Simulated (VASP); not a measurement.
Write the native input for VASP 6.6.1 that does the following.

| Quantity | Value |
| --- | --- |
| Task | single point |
| Functional | PBE |
| Potentials or basis | VASP PAW PBE potentials, release 64 (Ta_pv, N) |
| Cutoff | 520 eV |
| k mesh | 11 × 11 × 11 |
| Occupations | methfessel-paxton, width 0.05 eV |
| Spin | no spin polarisation |
| Dipole correction | no |
| Further INCAR settings | ALGO = Normal; EDIFF = 1e-06; NBANDS = 15 |

The structure of TaN lies in POSCAR:

```
TaN
1.0
    0.0000000000      2.2356225527      2.2356225527
    2.2356225527      0.0000000000      2.2356225527
    2.2356225527      2.2356225527      0.0000000000
Ta N
1 1
Direct
    0.5000000000      0.5000000000      0.5000000000
    0.0000000000      0.0000000000      0.0000000000
```

The input as run:

INCAR

```
  ALGO = Normal
  EDIFF = 1E-6
  ENCUT = 520
  GGA = PE
  ISIF = 2
  ISMEAR = 1
  LASPH = True
  LCHARG = False
  LREAL = False
  LWAVE = False
  NBANDS = 15
  NELM = 60
  PREC = Accurate
  SIGMA = 0.05
```

KPOINTS

```
k-points
0
Gamma
  11 11 11
```

Potentials or basis: VASP PAW PBE potentials, release 64 (Ta_pv, N).

Run with:

```console
$ cat potpaw_PBE.64/Ta_pv/POTCAR potpaw_PBE.64/N/POTCAR > POTCAR
$ mpirun -np 1 vasp_std > vasp.out
```

It gave:

- Pressure: -10.5 GPa
- Band gap on the k mesh: zero (band 8 reaches 10.54 eV, above the bottom of band 9 at 7.02 eV)

Caveat: spin-orbit coupling is left out, which moves the levels of the heavy elements.

Run time: 12 s on 1 thread of Intel(R) Xeon(R) Platinum 8259CL CPU @ 2.50GHz (Skylake/Cascade Lake), with other jobs on the host, peak memory 0.15 GiB.
